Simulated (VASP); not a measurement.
# FeBiSe3 (Pm-3m) in VASP: single point with PBE

Aim: the single point of FeBiSe3 with PBE.

Program: VASP 6.6.1. These are calculated values, not measurements. Logs are shortened: lines on timing, memory, paths and dates and some standing lists are left out, and cuts for length are marked.

### 1 The cell of the first run

It takes space group Pm-3m (No. 221, cubic). Conventional cell: a = 4.818 Å, b = 4.818 Å, c = 4.818 Å, α = 90.00°, β = 90.00°, γ = 90.00°. Fe (site symmetry m-3m) has 6 Se at 2.41 Å within 3.2 Å. Bi (site symmetry m-3m) has 12 Se at 3.41 Å and 8 Fe at 4.17 Å within 4.5 Å. Within 3.2 Å of Se (site symmetry 4/mmm) lie 2 Fe at 2.41 Å.

### 2 Single point, PBE, collinear spin, ferromagnetic start

INCAR reads:

```
SYSTEM = FeBiSe3
PREC     = Accurate       ! precision mode
ENCUT    = 520            ! plane-wave cutoff, eV
EDIFF    = 1E-6           ! SCF threshold, eV
ISMEAR   = 0              ! smearing method
SIGMA    = 0.1            ! smearing width, eV
LREAL    = .FALSE.        ! projectors in reciprocal space
LASPH    = .TRUE.         ! aspherical terms in the spheres
NELM     = 150            ! most SCF steps
ALGO     = Fast           ! electronic algorithm
ISIF     = 2              ! what is computed and relaxed
LWAVE    = .FALSE.        ! write WAVECAR
LCHARG   = .TRUE.         ! write CHGCAR
ISPIN    = 2              ! spin polarisation
MAGMOM   = 2.37 0 0 0 0   ! initial moments
LORBIT   = 11             ! projections on sites
LMAXMIX  = 4              ! l up to which the mixer works
GGA      = PE             ! functional
LELF     = .TRUE.         ! ELF
LVHAR    = .TRUE.       
NBANDS   = 32             ! bands
```

KPOINTS reads:

```
Automatic mesh
0
G
  8 8 8
  0 0 0
```

POSCAR reads:

```
FeBiSe3
1.0
    4.8179657376      0.0000000000      0.0000000000
    0.0000000000      4.8179657376      0.0000000000
    0.0000000000      0.0000000000      4.8179657376
Fe Bi Se
1 1 3
Direct
    0.0000000000      0.0000000000      0.0000000000
    0.5000000000      0.5000000000      0.5000000000
    0.5000000000      0.0000000000      0.0000000000
    0.0000000000      0.5000000000      0.0000000000
    0.0000000000      0.0000000000      0.5000000000
```

Potentials or basis: VASP PAW PBE potentials, release 64 (Fe, Bi_d, Se).

The run is started by

```bash
> cat potpaw_PBE.64/Fe/POTCAR potpaw_PBE.64/Bi_d/POTCAR potpaw_PBE.64/Se/POTCAR > POTCAR
> mpirun -np 1 vasp_std > vasp.out
```

OUTCAR:

```text
SYSTEM = FeBiSe3
   PREC = Accurate
   ENCUT = 520
   EDIFF = 1E-6
   ISMEAR = 0
   LREAL = .FALSE.
   LASPH = .TRUE.
   NELM = 150
   ISIF = 2
   ISPIN = 2
   LORBIT = 11
   GGA = PE

 ion  position               nearest neighbor table
   1  0.000  0.000  0.000-   3 2.41   4 2.41   5 2.41   5 2.41   4 2.41   3 2.41
   2  0.500  0.500  0.500-
   3  0.500  0.000  0.000-   1 2.41   1 2.41
   4  0.000  0.500  0.000-   1 2.41   1 2.41
   5  0.000  0.000  0.500-   1 2.41   1 2.41

  LATTYP: Found a simple cubic cell.
 ALAT       =     4.8179657376

  Lattice vectors:

 A1 = (   4.8179657376,   0.0000000000,   0.0000000000)
 A2 = (   0.0000000000,   4.8179657376,   0.0000000000)
 A3 = (   0.0000000000,   0.0000000000,   4.8179657376)

Analysis of symmetry for initial positions (statically):
=====================================================================
 Subroutine PRICEL returns:
 Original cell was already a primitive cell.

 Routine SETGRP: Setting up the symmetry group for a
 simple cubic supercell.

 Subroutine GETGRP returns: Found 48 space group operations
 (whereof 48 operations were pure point group operations)
 out of a pool of 48 trial point group operations.

The static configuration has the point symmetry O_h .

Analysis of symmetry for dynamics (positions and initial velocities):
=====================================================================
 Subroutine PRICEL returns:
 Original cell was already a primitive cell.

 Routine SETGRP: Setting up the symmetry group for a
 simple cubic supercell.

 Subroutine GETGRP returns: Found 48 space group operations
 (whereof 48 operations were pure point group operations)
 out of a pool of 48 trial point group operations.

The dynamic configuration has the point symmetry O_h .

Analysis of structural, dynamic, and magnetic symmetry:
=====================================================================
 Subroutine PRICEL returns:
 Original cell was already a primitive cell.

 Routine SETGRP: Setting up the symmetry group for a
 simple cubic supercell.

 Subroutine GETGRP returns: Found 48 space group operations
 (whereof 48 operations were pure point group operations)
 out of a pool of 48 trial point group operations.

The overall configuration has the point symmetry O_h .

 Subroutine INISYM returns: Found 48 space group operations
 (whereof 48 operations are pure point group operations),
 and found     1 'primitive' translations

----------------------------------------------------------------------------------------

                                     Primitive cell

  volume of cell :     111.8384

  direct lattice vectors                    reciprocal lattice vectors
     4.817965738  0.000000000  0.000000000     0.207556478  0.000000000  0.000000000
     0.000000000  4.817965738  0.000000000     0.000000000  0.207556478  0.000000000
     0.000000000  0.000000000  4.817965738     0.000000000  0.000000000  0.207556478

  length of vectors
     4.817965738  4.817965738  4.817965738     0.207556478  0.207556478  0.207556478

  position of ions in fractional coordinates (direct lattice)
     0.000000000  0.000000000  0.000000000
     0.500000000  0.500000000  0.500000000
     0.500000000  0.000000000  0.000000000
     0.000000000  0.500000000  0.000000000
     0.000000000  0.000000000  0.500000000

  ion indices of the primitive-cell ions
   primitive index   ion index
                 1           1
                 2           2
                 3           3
                 4           4
                 5           5

----------------------------------------------------------------------------------------

 KPOINTS: Automatic mesh

Automatic generation of k-mesh.
 Grid dimensions read from file:
 generate k-points for:    8    8    8

 Generating k-lattice:

  Cartesian coordinates                     Fractional coordinates (reciprocal lattice)
     0.025944560  0.000000000  0.000000000     0.125000000  0.000000000  0.000000000
     0.000000000  0.025944560  0.000000000     0.000000000  0.125000000  0.000000000
     0.000000000  0.000000000  0.025944560     0.000000000  0.000000000  0.125000000

  Length of vectors
     0.025944560  0.025944560  0.025944560

  Shift w.r.t. Gamma in fractional coordinates (k-lattice)
     0.000000000  0.000000000  0.000000000

 Subroutine IBZKPT returns following result:
 ===========================================

 Found     35 irreducible k-points:

 Following reciprocal coordinates:
            Coordinates               Weight
  0.000000  0.000000  0.000000      1.000000
  0.125000  0.000000  0.000000      6.000000
  0.250000  0.000000  0.000000      6.000000
  0.375000  0.000000  0.000000      6.000000
  0.500000  0.000000  0.000000      3.000000
  0.125000  0.125000  0.000000     12.000000
[... 16 lines left out ...]
  0.375000  0.375000  0.125000     24.000000
  0.500000  0.375000  0.125000     24.000000
 [... further k-points ...]
   k-points           NKPTS =     35   k-points in BZ     NKDIM =     35   number of bands    NBANDS=     32
   number of dos      NEDOS =    301   number of ions     NIONS =      5
   total plane-waves  NPLWV =  46656
   dimension x,y,z NGX =    36 NGY =   36 NGZ =   36
   dimension x,y,z NGXF=    72 NGYF=   72 NGZF=   72
   ions per type =               1   1   3
   NGX,Y,Z   is equivalent  to a cutoff of  12.42, 12.42, 12.42 a.u.
   NGXF,Y,Z  is equivalent  to a cutoff of  24.84, 24.84, 24.84 a.u.
 SYSTEM =  FeBiSe3
   PREC   = accura    normal or accurate (medium, high low for compatibility)
   ISTART =      0    job   : 0-new  1-cont  2-samecut
   ICHARG =      2    charge: 1-file 2-atom 10-const
   ISPIN  =      2    spin polarized calculation?
   LNONCOLLINEAR =      F non collinear calculations
   LSORBIT =      F    spin-orbit coupling
   LASPH  =      T    aspherical Exc in radial PAW
   ENCUT  =  520.0 eV  38.22 Ry    6.18 a.u.   8.96  8.96  8.96*2*pi/ulx,y,z
   NELM   =    150;   NELMIN=  2; NELMDL= -5     # of ELM steps
   EDIFF  = 0.1E-05   stopping-criterion for ELM
   LREAL  =      F    real-space projection
   EDIFFG = 0.1E-04   stopping-criterion for IOM
   NSW    =      0    number of steps for IOM
   IBRION =     -1    ionic relax: 0-MD 1-quasi-New 2-CG
   NFREE  =      0    steps in history (QN), initial steepest desc. (CG)
   ISIF   =      2    stress and relaxation
   ISYM   =      2    0-nonsym 1-usesym 2-fastsym
   POTIM  = 0.5000    time-step for ionic-motion
   TEBEG  =    0.0;   TEEND  =   0.0 temperature during run
   PSTRESS=    0.0 pullay stress
   NELECT =      41.0000    total number of electrons
   NUPDOWN=      -1.0000    fix difference up-down
   EMIN   =  10.00;   EMAX   =-10.00  energy-range for DOS
   EFERMI =   0.00;   METHOD = LEGACY
   ISMEAR =     0;   SIGMA  =   0.10  broadening in eV -4-tet -1-fermi 0-gaus
   EFERMI_NEDOS =   21; number of points for ismear=-14 and -15
   IALGO  =     68    algorithm
   IMIX   =      4    mixing-type and parameters
     AMIX     =   0.40;   BMIX     =  1.00
     AMIX_MAG =   1.60;   BMIX_MAG =  1.00
  volume/ion in A,a.u.               =      22.37       150.94
  Fermi-wavevector in a.u.,A,eV,Ry     =   1.171671  2.214137 18.678259  1.372813
  Thomas-Fermi vector in A             =   2.308111
   LORBIT       =     11    0 simple, 1 ext, 2 COOP (PROOUT), +10 PAW based schemes
   GGA     = PE    functional components
   LHFCALC =     F    Hartree Fock is set to
   AEXX    =    0.0000 exact exchange contribution
   IVDW    =     0    specifies the selected vdW correction
   LEPSILON=     F    determine dielectric tensor
   LRPA    =     F    only Hartree local field effects (RPA)
 spin polarized calculation
 RMM-DIIS sequential band-by-band and
 Gauss-broadening in eV      SIGMA  =   0.10
  energy-cutoff  :      520.00
  volume of cell :      111.84
 maximum number of plane-waves:      3032
 NGX is ok and might be reduce to    36
   NGX = 17   NGY = 17   NGZ = 17

 number of electron      41.0000017 magnetization       2.8930635

 Free energy of the ion-electron system (eV)
  ---------------------------------------------------
  ext. energy  EPLUGINS =         0.00000000
  ---------------------------------------------------
  free energy    TOTEN  =       -22.04018938 eV

  energy without entropy =      -22.01010702  energy(sigma->0) =      -22.02514820

 E-fermi :   5.3456     XC(G=0): -10.3017

 val. band max:        5.3367728986   @ k =   0.2500   0.1250   0.1250
 cond. band min:       5.3508337353   @ k =   0.5000   0.3750   0.0000
 fundamental gap:      0.0140608367
 Fermi energy:         5.3456099667

 spin component 1

 k-point     1 :       0.0000    0.0000    0.0000
  band No.  band energies     occupation
      1     -18.0103      1.00000
      2     -18.0103      1.00000
      3     -18.0056      1.00000
      4     -18.0056      1.00000
      5     -18.0056      1.00000
      6      -9.3218      1.00000
[... 829 lines left out ...]
     31      14.0086      0.00000
     32      14.8087      0.00000

 [... further k-points ...]

 spin component 2

 k-point     1 :       0.0000    0.0000    0.0000
  band No.  band energies     occupation
      1     -18.0380      1.00000
      2     -18.0380      1.00000
      3     -18.0322      1.00000
      4     -18.0322      1.00000
      5     -18.0322      1.00000
      6      -9.1908      1.00000
[... 829 lines left out ...]
     31      14.2709      0.00000
     32      14.7879      0.00000

 [... further k-points ...]

------------------------ aborting loop because EDIFF is reached ----------------------------------------

  FORCE on cell =-STRESS in cart. coord.  units (eV):
  Direction    XX          YY          ZZ          XY          YZ          ZX
  --------------------------------------------------------------------------------------
  -------------------------------------------------------------------------------------
  Total        0.0126843      0.0126843      0.0126843     -0.0000000      0.0000000      0.0000000
  in kB        0.1817129      0.1817129      0.1817129     -0.0000000      0.0000000      0.0000000
  external PRESSURE =       0.1817129 kB  Pullay stress =       0.0000000 kB

 VOLUME and BASIS-vectors are now :
 -----------------------------------------------------------------------------
  energy-cutoff  :      520.00
  volume of cell :      111.84
      direct lattice vectors                 reciprocal lattice vectors
     4.817965738  0.000000000  0.000000000     0.207556478  0.000000000  0.000000000
     0.000000000  4.817965738  0.000000000     0.000000000  0.207556478  0.000000000
     0.000000000  0.000000000  4.817965738     0.000000000  0.000000000  0.207556478

 POSITION                                       TOTAL-FORCE (eV/Angst)
 -----------------------------------------------------------------------------------
      0.00000      0.00000      0.00000         0.000000      0.000000      0.000000
      2.40898      2.40898      2.40898         0.000000      0.000000      0.000000
      2.40898      0.00000      0.00000         0.000000      0.000000      0.000000
      0.00000      2.40898      0.00000         0.000000      0.000000      0.000000
      0.00000      0.00000      2.40898         0.000000      0.000000      0.000000
 -----------------------------------------------------------------------------------
    total drift:                                0.000000      0.000000      0.000000

  FREE ENERGIE OF THE ION-ELECTRON SYSTEM (eV)
  ---------------------------------------------------
  free  energy   TOTEN  =       -22.0401893822 eV

  energy  without entropy=      -22.0101070220  energy(sigma->0) =      -22.02514820

 total charge

# of ion       s       p       d       tot
------------------------------------------
    1        0.392   0.470   6.278   7.141
    2        1.591   0.994   9.923  12.508
    3        1.485   2.260   0.042   3.787
    4        1.485   2.260   0.042   3.787
    5        1.485   2.260   0.042   3.787
--------------------------------------------------
tot          6.440   8.243  16.327  31.009

 magnetization (x)

# of ion       s       p       d       tot
------------------------------------------
    1        0.037   0.026   2.399   2.463
    2        0.002  -0.117   0.002  -0.113
    3        0.010   0.110   0.004   0.125
    4        0.010   0.110   0.004   0.125
    5        0.010   0.110   0.004   0.125
--------------------------------------------------
tot          0.070   0.239   2.414   2.723
```

Wall time 1.8 min (1 thread of Intel Xeon 6975P-C (Granite Rapids), shared host); peak memory 0.37 GiB.

Results:

```
Free energy                                           : -22.0402 eV
Pressure                                              : 0.0 GPa
Net moment                                            : 2.89 μB per cell
Site moments                                          : Fe +2.46; Bi -0.11; Se +0.12 μB
Valence electrons inside the program's atomic spheres : Fe 7.14; Bi 12.51; Se 3.79
```

Levels at points of the mesh, in eV from the Fermi level:
Spin up:
```
           k point  band 20  band 21  band 22  band 23  band 24  band 25
(0.00, 0.00, 0.00)    -1.39    -1.12    -1.12    -1.12     2.86     2.86
(0.50, 0.00, 0.00)    -1.55    -0.98    -0.71    -0.71     0.01     1.63
(0.50, 0.50, 0.00)    -0.96    -0.96    -0.41     0.29     2.13     2.13
(0.50, 0.50, 0.50)     0.31     0.31     2.65     2.65     3.21     3.21
```
Spin down:
| k point | band 17 | band 18 | band 19 | band 20 | band 21 | band 22 |
| --- | --- | --- | --- | --- | --- | --- |
| (0.00, 0.00, 0.00) | -1.06 | -1.06 | -0.70 | -0.70 | -0.70 | 0.17 |
| (0.50, 0.00, 0.00) | -0.69 | -0.67 | -0.53 | -0.53 | 0.10 | 0.10 |
| (0.50, 0.50, 0.00) | -2.79 | -0.54 | 0.53 | 0.55 | 0.62 | 0.67 |
| (0.50, 0.50, 0.50) | -0.01 | -0.01 | 0.57 | 0.57 | 0.57 | 3.36 |

Caveat: spin-orbit coupling is left out, which moves the levels of the heavy elements; a cell with one magnetic atom can't hold antiferromagnetic order, which such compounds often take.
